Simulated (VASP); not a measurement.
# SnO2 (R-3m) in VASP: a series of runs

The runs below take SnO2 through single point, with PBE, LDA, revPBE.

All numbers are computed with VASP 6.6.1; they aren't measurements. Logs are shortened: lines on timing, memory, paths and dates and some standing lists are left out, and cuts for length are marked.

## (1) The cell of the first run

It takes space group R-3m (No. 166, trigonal). Conventional cell: a = 3.234 Å, b = 3.234 Å, c = 14.402 Å, α = 90.00°, β = 90.00°, γ = 120.00°. Sn (site symmetry -3m) has 6 O at 2.13 Å within 2.8 Å. O (site symmetry 3m) has 3 Sn at 2.13 Å and 3 O at 2.76 Å within 2.8 Å.

## (2) Single point, PBE

The input, INCAR:

```
SYSTEM = SnO2
ALGO = Normal
EDIFF = 1E-6
ENCUT = 520
GGA = PE
ISIF = 2
ISMEAR = -1
LASPH = .True.
LCHARG = .False.
LREAL = .False.
LWAVE = .False.
NBANDS = 20
NELM = 100
PREC = Accurate
SIGMA = 0.05
```

The input, KPOINTS:

```
k-points
0
Gamma
  10 10 10
  0 0 0
```

The input, POSCAR:

```
SnO2
1.0
    1.6170930752      0.9336291223      4.8005925840
   -1.6170930752      0.9336291223      4.8005925840
    0.0000000000     -1.8672582446      4.8005925840
Sn O
1 2
Direct
    0.5000000000      0.5000000000      0.5000000000
    0.7628300000      0.7628300000      0.7628300000
    0.2371700000      0.2371700000      0.2371700000
```

Potentials or basis: VASP PAW PBE potentials, release 64 (Sn_d, O).

Command:

```
cat potpaw_PBE.64/Sn_d/POTCAR potpaw_PBE.64/O/POTCAR > POTCAR
mpirun -np 1 vasp_std > vasp.out
```

OUTCAR:

```text
SYSTEM = SnO2
   EDIFF = 1E-6
   ENCUT = 520
   GGA = PE
   ISIF = 2
   ISMEAR = -1
   LASPH = .True.
   LREAL = .False.
   NELM = 100
   PREC = Accurate

 ion  position               nearest neighbor table
   1  0.500  0.500  0.500-   3 2.13   3 2.13   2 2.13   2 2.13   3 2.13   2 2.13
   2  0.763  0.763  0.763-   1 2.13   1 2.13   1 2.13
   3  0.237  0.237  0.237-   1 2.13   1 2.13   1 2.13

  LATTYP: Found a trigonal (rhomboedric) cell.
 ALAT       =     5.1509554948
 COS(alpha) =     0.8028828391

  Lattice vectors:

 A1 = (   1.6170930752,   0.9336291223,   4.8005925840)
 A2 = (  -1.6170930752,   0.9336291223,   4.8005925840)
 A3 = (   0.0000000000,  -1.8672582446,   4.8005925840)

Analysis of symmetry for initial positions (statically):
=====================================================================
 Subroutine PRICEL returns:
 Original cell was already a primitive cell.

 Routine SETGRP: Setting up the symmetry group for a
 trigonal (rhombohedral) supercell.

 Subroutine GETGRP returns: Found 12 space group operations
 (whereof 12 operations were pure point group operations)
 out of a pool of 12 trial point group operations.

The static configuration has the point symmetry D_3d.

Analysis of symmetry for dynamics (positions and initial velocities):
=====================================================================
 Subroutine PRICEL returns:
 Original cell was already a primitive cell.

 Routine SETGRP: Setting up the symmetry group for a
 trigonal (rhombohedral) supercell.

 Subroutine GETGRP returns: Found 12 space group operations
 (whereof 12 operations were pure point group operations)
 out of a pool of 12 trial point group operations.

The dynamic configuration has the point symmetry D_3d.

 Subroutine INISYM returns: Found 12 space group operations
 (whereof 12 operations are pure point group operations),
 and found     1 'primitive' translations

----------------------------------------------------------------------------------------

                                     Primitive cell

  volume of cell :      43.4866

  direct lattice vectors                    reciprocal lattice vectors
     1.617093075  0.933629122  4.800592584     0.309196797  0.178514854  0.069435872
    -1.617093075  0.933629122  4.800592584    -0.309196797  0.178514854  0.069435872
     0.000000000 -1.867258245  4.800592584     0.000000000 -0.357029708  0.069435872

  length of vectors
     5.150955495  5.150955495  5.150955495     0.363719058  0.363719058  0.363719058

  position of ions in fractional coordinates (direct lattice)
     0.500000000  0.500000000  0.500000000
     0.762830000  0.762830000  0.762830000
     0.237170000  0.237170000  0.237170000

  ion indices of the primitive-cell ions
   primitive index   ion index
                 1           1
                 2           2
                 3           3

----------------------------------------------------------------------------------------

 KPOINTS: k-points

Automatic generation of k-mesh.
 Grid dimensions read from file:
 generate k-points for:   10   10   10

 Generating k-lattice:

  Cartesian coordinates                     Fractional coordinates (reciprocal lattice)
     0.030919680  0.017851485  0.006943587     0.100000000  0.000000000 -0.000000000
    -0.030919680  0.017851485  0.006943587     0.000000000  0.100000000 -0.000000000
     0.000000000 -0.035702971  0.006943587    -0.000000000 -0.000000000  0.100000000

  Length of vectors
     0.036371906  0.036371906  0.036371906

  Shift w.r.t. Gamma in fractional coordinates (k-lattice)
     0.000000000  0.000000000  0.000000000

 Subroutine IBZKPT returns following result:
 ===========================================

 Found    116 irreducible k-points:

 Following reciprocal coordinates:
            Coordinates               Weight
  0.000000  0.000000  0.000000      1.000000
  0.100000  0.000000  0.000000      6.000000
  0.200000  0.000000  0.000000      6.000000
  0.300000  0.000000 -0.000000      6.000000
  0.400000  0.000000 -0.000000      6.000000
  0.500000  0.000000  0.000000      3.000000
[... 16 lines left out ...]
  0.300000  0.300000  0.000000      6.000000
  0.400000  0.300000  0.000000     12.000000
 [... further k-points ...]
   k-points           NKPTS =    116   k-points in BZ     NKDIM =    116   number of bands    NBANDS=     20
   number of dos      NEDOS =    301   number of ions     NIONS =      3
   total plane-waves  NPLWV =  64000
   dimension x,y,z NGX =    40 NGY =   40 NGZ =   40
   dimension x,y,z NGXF=    80 NGYF=   80 NGZF=   80
   ions per type =               1   2
   NGX,Y,Z   is equivalent  to a cutoff of  12.91, 12.91, 12.91 a.u.
   NGXF,Y,Z  is equivalent  to a cutoff of  25.82, 25.82, 25.82 a.u.
 SYSTEM =  SnO2
   PREC   = accura    normal or accurate (medium, high low for compatibility)
   ISTART =      0    job   : 0-new  1-cont  2-samecut
   ICHARG =      2    charge: 1-file 2-atom 10-const
   ISPIN  =      1    spin polarized calculation?
   LNONCOLLINEAR =      F non collinear calculations
   LSORBIT =      F    spin-orbit coupling
   LASPH  =      T    aspherical Exc in radial PAW
   ENCUT  =  520.0 eV  38.22 Ry    6.18 a.u.   9.58  9.58  9.58*2*pi/ulx,y,z
   NELM   =    100;   NELMIN=  2; NELMDL= -5     # of ELM steps
   EDIFF  = 0.1E-05   stopping-criterion for ELM
   LREAL  =      F    real-space projection
   EDIFFG = 0.1E-04   stopping-criterion for IOM
   NSW    =      0    number of steps for IOM
   IBRION =     -1    ionic relax: 0-MD 1-quasi-New 2-CG
   NFREE  =      0    steps in history (QN), initial steepest desc. (CG)
   ISIF   =      2    stress and relaxation
   ISYM   =      2    0-nonsym 1-usesym 2-fastsym
   POTIM  = 0.5000    time-step for ionic-motion
   TEBEG  =    0.0;   TEEND  =   0.0 temperature during run
   PSTRESS=    0.0 pullay stress
   NELECT =      26.0000    total number of electrons
   NUPDOWN=      -1.0000    fix difference up-down
   EMIN   =  10.00;   EMAX   =-10.00  energy-range for DOS
   EFERMI =   0.00;   METHOD = LEGACY
   ISMEAR =    -1;   SIGMA  =   0.05  broadening in eV -4-tet -1-fermi 0-gaus
   EFERMI_NEDOS =   21; number of points for ismear=-14 and -15
   IALGO  =     38    algorithm
   IMIX   =      4    mixing-type and parameters
     AMIX     =   0.40;   BMIX     =  1.00
     AMIX_MAG =   1.60;   BMIX_MAG =  1.00
  volume/ion in A,a.u.               =      14.50        97.82
  Fermi-wavevector in a.u.,A,eV,Ry     =   1.379158  2.606231 25.879336  1.902078
  Thomas-Fermi vector in A             =   2.504154
   LORBIT       =      0    0 simple, 1 ext, 2 COOP (PROOUT), +10 PAW based schemes
   GGA     = PE    functional components
   LHFCALC =     F    Hartree Fock is set to
   AEXX    =    0.0000 exact exchange contribution
   IVDW    =     0    specifies the selected vdW correction
   LEPSILON=     F    determine dielectric tensor
   LRPA    =     F    only Hartree local field effects (RPA)
 non-spin polarized calculation
  energy-cutoff  :      520.00
  volume of cell :       43.49
 maximum number of plane-waves:      1190
 NGX is ok and might be reduce to    40
   NGX = 19   NGY = 19   NGZ = 19

 number of electron      26.0000004 magnetization

 Free energy of the ion-electron system (eV)
  ---------------------------------------------------
  ext. energy  EPLUGINS =         0.00000000
  ---------------------------------------------------
  free energy    TOTEN  =       -18.19988241 eV

  energy without entropy =      -18.19988241  energy(sigma->0) =      -18.19988241

 E-fermi :   4.3760     XC(G=0):  -9.9906

 val. band max:        3.3027742303   @ k =  -0.2000   0.2000   0.0000
 cond. band min:       5.2163871353   @ k =   0.0000   0.0000   0.0000
 fundamental gap:      1.9136129050
 Fermi energy:         4.3760445900

 k-point     1 :       0.0000    0.0000    0.0000
  band No.  band energies     occupation
      1     -16.7100      2.00000
      2     -16.5014      2.00000
      3     -16.5014      2.00000
      4     -16.3267      2.00000
      5     -16.3267      2.00000
      6     -14.6305      2.00000
[... 12 lines left out ...]
     19      20.4164      0.00000
     20      20.4165      0.00000

 k-point     2 :       0.1000    0.0000    0.0000
  band No.  band energies     occupation
      1     -16.6774      2.00000
      2     -16.5735      2.00000
      3     -16.4813      2.00000
      4     -16.3457      2.00000
      5     -16.3268      2.00000
      6     -14.5599      2.00000
[... 12 lines left out ...]
     19      18.5695      0.00000
     20      20.4745      0.00000

 k-point     3 :       0.2000    0.0000    0.0000
  band No.  band energies     occupation
      1     -16.8068      2.00000
      2     -16.5546      2.00000
      3     -16.4384      2.00000
      4     -16.3727      2.00000
      5     -16.3168      2.00000
      6     -14.3391      2.00000
[... 12 lines left out ...]
     19      17.1321      0.00000
     20      20.7232      0.00000

 k-point     4 :       0.3000    0.0000   -0.0000
  band No.  band energies     occupation
      1     -17.0372      2.00000
      2     -16.4747      2.00000
      3     -16.4160      2.00000
      4     -16.3712      2.00000
      5     -16.2721      2.00000
      6     -13.9868      2.00000
[... 12 lines left out ...]
     19      16.2727      0.00000
     20      19.3841      0.00000

 k-point     5 :       0.4000    0.0000   -0.0000
  band No.  band energies     occupation
      1     -17.2064      2.00000
      2     -16.4674      2.00000
      3     -16.4163      2.00000
      4     -16.3202      2.00000
      5     -16.2163      2.00000
      6     -13.6167      2.00000
[... 12 lines left out ...]
     19      16.1023      0.00000
     20      17.7608      0.00000
[... 353 lines left out ...]
      6     -13.2007      2.00000
[... 12 lines left out ...]
     19      16.7312      0.00000
     20      17.4916      0.00000

 k-point    22 :      -0.2000    0.2000    0.0000
  band No.  band energies     occupation
      1     -17.0117      2.00000
      2     -16.6091      2.00000
      3     -16.3953      2.00000
      4     -16.3928      2.00000
      5     -16.2537      2.00000
      6     -13.6831      2.00000
[... 12 lines left out ...]
     19      16.8298      0.00000
     20      18.2445      0.00000

 k-point    23 :       0.3000    0.3000    0.0000
  band No.  band energies     occupation
      1     -17.0359      2.00000
      2     -16.4739      2.00000
      3     -16.4156      2.00000
      4     -16.3717      2.00000
      5     -16.2721      2.00000
      6     -13.9894      2.00000
[... 12 lines left out ...]
     19      15.9553      0.00000
     20      21.3456      0.00000

 k-point    24 :       0.4000    0.3000    0.0000
  band No.  band energies     occupation
      1     -17.1036      2.00000
      2     -16.5084      2.00000
      3     -16.4309      2.00000
      4     -16.3524      2.00000
      5     -16.2445      2.00000
      6     -13.6855      2.00000
[... 12 lines left out ...]
     19      16.4281      0.00000
     20      20.2586      0.00000

 [... further k-points ...]
[... 5 lines left out ...]
  --------------------------------------------------------------------------------------
  -------------------------------------------------------------------------------------
  Total        0.0654898      0.0654898     -0.1557871      0.0000000      0.0000000      0.0000000
  in kB        2.4128399      2.4128399     -5.7396642      0.0000000      0.0000000      0.0000000
  external PRESSURE =      -0.3046614 kB  Pullay stress =       0.0000000 kB

 VOLUME and BASIS-vectors are now :
 -----------------------------------------------------------------------------
  energy-cutoff  :      520.00
  volume of cell :       43.49
      direct lattice vectors                 reciprocal lattice vectors
     1.617093075  0.933629122  4.800592584     0.309196797  0.178514854  0.069435872
    -1.617093075  0.933629122  4.800592584    -0.309196797  0.178514854  0.069435872
     0.000000000 -1.867258245  4.800592584     0.000000000 -0.357029708  0.069435872

 POSITION                                       TOTAL-FORCE (eV/Angst)
 -----------------------------------------------------------------------------------
      0.00000      0.00000      7.20089        -0.000000      0.000000      0.000000
      0.00000      0.00000     10.98611         0.000000      0.000000      0.083223
      0.00000      0.00000      3.41567         0.000000      0.000000     -0.083223
 -----------------------------------------------------------------------------------
    total drift:                               -0.000000      0.000000      0.000000

  FREE ENERGIE OF THE ION-ELECTRON SYSTEM (eV)
  ---------------------------------------------------
  free  energy   TOTEN  =       -18.1998824123 eV

  energy  without entropy=      -18.1998824121  energy(sigma->0) =      -18.19988241
```

It took 61 s on 1 thread of Intel Xeon 6975P-C (Granite Rapids), shared host; peak memory 0.29 GiB.

What came out:

* Free energy: -18.1999 eV
* Pressure: 0.0 GPa
* Largest force: 0.083 eV/Å
* Band gap on the k mesh: 1.91 eV, indirect (least direct gap 2.03 eV)

Forces in eV/Å, atoms in the order of the input:
```
Sn   0.000  0.000  0.000
O    0.000  0.000  0.083
O    0.000  0.000 -0.083
```

Levels at points of the mesh, in eV from the valence-band top:
```
           k point  band 10  band 11  band 12  band 13  band 14  band 15  band 16  band 17
(0.00, 0.00, 0.00)    -1.26    -0.89    -0.89    -0.11     1.91     5.71    11.01    11.01
(0.50, 0.00, 0.00)    -2.93    -1.46    -0.59    -0.55     5.29     7.70    10.04    12.31
(0.50, 0.50, 0.00)    -3.02    -1.13    -0.45    -0.02     5.03     6.90    10.69    11.31
(0.50, 0.50, 0.50)    -1.33    -1.25    -0.84    -0.84     3.16     5.64    11.19    11.19
```

Caveat: spin-orbit coupling is left out, which moves the levels of the heavy elements.

## (3) Single point, LDA

The input, INCAR:

```
  PREC = Accurate
  ENCUT = 520
  EDIFF = 1E-6
  ISMEAR = -1
  SIGMA = 0.05
  LREAL = False
  LASPH = True
  NELM = 60
  ALGO = Normal
  ISIF = 2
  LWAVE = False
  LCHARG = False
  NBANDS = 20
```

The input, KPOINTS:

```
Automatic mesh
0
Gamma
  10 10 10
```

POSCAR is that of step 2.

Potentials or basis: VASP PAW LDA potentials, release 64 (Sn_d, O).

Command:

```
cat potpaw_LDA.64/Sn_d/POTCAR potpaw_LDA.64/O/POTCAR > POTCAR
mpirun -np 1 vasp_std > vasp.out
```

It took 2.9 min on 1 thread of Intel Xeon Platinum 8259CL at 2.50GHz (Skylake/Cascade Lake), shared host; peak memory 0.25 GiB.

Results (log left out):

```
Free energy            : -20.4371 eV
Pressure               : -8.5 GPa
Largest force          : 0.618 eV/Å
Band gap on the k mesh : 1.77 eV, indirect (least direct gap 1.90 eV)
```

Forces on the atoms (eV/Å):
```
Sn   0.000  0.000  0.000
O    0.000  0.000  0.618
O    0.000  0.000 -0.618
```

Stress tensor (GPa, compression positive):
```
-9.11  0.00  0.00
 0.00 -9.11  0.00
 0.00  0.00 -7.17
```

Levels at points of the mesh, in eV from the valence-band top:
```tsv
k point	band 9	band 10	band 11	band 12	band 13	band 14	band 15	band 16	band 17	band 18
(0.00, 0.00, 0.00)	-1.30	-1.30	-0.91	-0.91	-0.13	1.77	5.49	10.74	10.74	11.31
(0.50, 0.00, 0.00)	-4.19	-2.99	-1.48	-0.61	-0.58	5.14	7.49	9.77	12.08	12.41
(0.50, 0.50, 0.00)	-4.43	-3.08	-1.15	-0.47	-0.02	4.85	6.68	10.46	10.95	12.30
(0.50, 0.50, 0.50)	-1.36	-1.36	-1.33	-0.86	-0.86	3.05	5.45	10.92	10.92	11.75
```

Caveat: spin-orbit coupling is left out, which moves the levels of the heavy elements. A k mesh can miss the band edges.

## (4) Single point, revPBE

The input, INCAR:

```
SYSTEM = SnO2
PREC = Accurate
ENCUT = 520
EDIFF = 1E-7
ISMEAR = -1
SIGMA = 0.05
LREAL = .False.
LASPH = .True.
NELM = 100
ALGO = Normal
ISIF = 2
LWAVE = .False.
LCHARG = .False.
GGA = RE
NBANDS = 20
```

The input, KPOINTS:

```
regular mesh
0
Gamma
  10 10 10
  0 0 0
```

POSCAR is that of step 3.

Potentials or basis: VASP PAW PBE potentials, release 64 (Sn_d, O).

Command:

```
cat potpaw_PBE.64/Sn_d/POTCAR potpaw_PBE.64/O/POTCAR > POTCAR
mpirun -np 1 vasp_std > vasp.out
```

Run time: 2.3 min. Hardware: 1 thread of Intel Xeon 6975P-C (Granite Rapids), shared host; peak memory 0.29 GiB.

It converged, with:

* Free energy: -17.2495 eV
* Pressure: 2.4 GPa
* Largest force: 0.040 eV/Å
* Band gap on the k mesh: 2.02 eV, indirect (least direct gap 2.13 eV)

Forces on the atoms (eV/Å):
```
Sn   0.000  0.000  0.000
O    0.000  0.000 -0.040
O    0.000  0.000  0.040
```

Stress tensor (GPa, compression positive):
```
2.67 0.00 0.00
0.00 2.67 0.00
0.00 0.00 1.73
```

Levels at points of the mesh, in eV from the valence-band top:
| k point | band 9 | band 10 | band 11 | band 12 | band 13 | band 14 | band 15 | band 16 | band 17 | band 18 |
| --- | --- | --- | --- | --- | --- | --- | --- | --- | --- | --- |
| (0.00, 0.00, 0.00) | -1.26 | -1.26 | -0.89 | -0.89 | -0.11 | 2.02 | 5.80 | 11.09 | 11.09 | 11.95 |
| (0.50, 0.00, 0.00) | -4.10 | -2.92 | -1.45 | -0.59 | -0.54 | 5.35 | 7.79 | 10.18 | 12.41 | 12.72 |
| (0.50, 0.50, 0.00) | -4.32 | -3.01 | -1.13 | -0.45 | -0.02 | 5.11 | 7.00 | 10.79 | 11.54 | 12.66 |
| (0.50, 0.50, 0.50) | -1.32 | -1.32 | -1.20 | -0.84 | -0.84 | 3.22 | 5.74 | 11.26 | 11.26 | 12.36 |

Caveat: the PAW data sets were made with another functional, which shifts forces and pressure a little; spin-orbit coupling is left out, which moves the levels of the heavy elements.

## (5) Overview

```tsv
level	potentials or basis	gap on the mesh (eV)	pressure (GPa)	largest force (eV/Å)
PBE	VASP PAW PBE potentials, release 64 (Sn_d, O)	1.91	0.0	0.08
LDA	VASP PAW LDA potentials, release 64 (Sn_d, O)	1.77	-8.5	0.62
revPBE	VASP PAW PBE potentials, release 64 (Sn_d, O)	2.02	2.4	0.04
```

Alike in all rows: task single point; no spin polarisation; cell as given; k mesh 10 × 10 × 10; cutoff (eV) 520; smearing fermi-dirac 0.05 eV.

Caveats: spin-orbit coupling is left out, which moves the levels of the heavy elements; the PAW data sets were made with another functional, which shifts forces and pressure a little (some runs).

Absolute energies hang on the potentials; compare differences alone.
